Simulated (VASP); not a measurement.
Set up this calculation in VASP 6.6.1, as the native input.

* Task: single point
* Functional: PBE
* Potentials or basis: VASP PAW PBE potentials, release 64 (Ga_d, N)
* Cutoff: 520 eV
* k mesh: 12 × 12 × 6
* Occupations: gaussian, width 0.02 eV
* Spin: no spin polarisation
* Dipole correction: no
* Further INCAR settings: ALGO = Normal; EDIFF = 1e-06; NBANDS = 26

The structure of GaN lies in POSCAR:

```
GaN
1.0
    3.0896354800     -0.0017671683      0.0000000000
   -1.5464278616      2.8218220123      0.0000000000
    0.0000000000      0.0000000000      5.2750308643
Ga N
2 2
Direct
    0.6650288088      0.3301676547      0.5008229765
    0.3349711912      0.6698323453      1.0008229765
    0.6615041568      0.3234641208      0.8741770235
    0.3384958432      0.6765358792      0.3741770235
```

One way to write it, as run:

INCAR

```
SYSTEM = GaN
ALGO     = Normal         ! electronic algorithm
EDIFF    = 1E-6           ! SCF threshold, eV
ENCUT    = 520            ! plane-wave cutoff, eV
GGA      = PE             ! functional
ISIF     = 2              ! what is computed and relaxed
ISMEAR   = 0              ! smearing method
LASPH    = .True.         ! aspherical terms in the spheres
LCHARG   = .False.        ! write CHGCAR
LREAL    = .False.        ! projectors in reciprocal space
LWAVE    = .False.        ! write WAVECAR
NBANDS   = 26             ! bands
NELM     = 60             ! most SCF steps
PREC     = Accurate       ! precision mode
SIGMA    = 0.02           ! smearing width, eV
```

KPOINTS

```
k-points
0
Gamma
  12 12 6
  0 0 0
```

Potentials or basis: VASP PAW PBE potentials, release 64 (Ga_d, N).

Launch:

```sh
$ cat potpaw_PBE.64/Ga_d/POTCAR potpaw_PBE.64/N/POTCAR > POTCAR
$ mpirun -np 1 vasp_std > vasp.out
```

It gave:

```json
{
 "Pressure": "4.1 GPa",
 "Band gap on the k mesh": "1.59 eV"
}
```

Caveat: the stress differs along the axes, from 0 to 12 GPa.

Wall time 6.3 min on 1 thread of Intel Xeon 8259CL, on a shared host, peak memory 0.39 GiB.
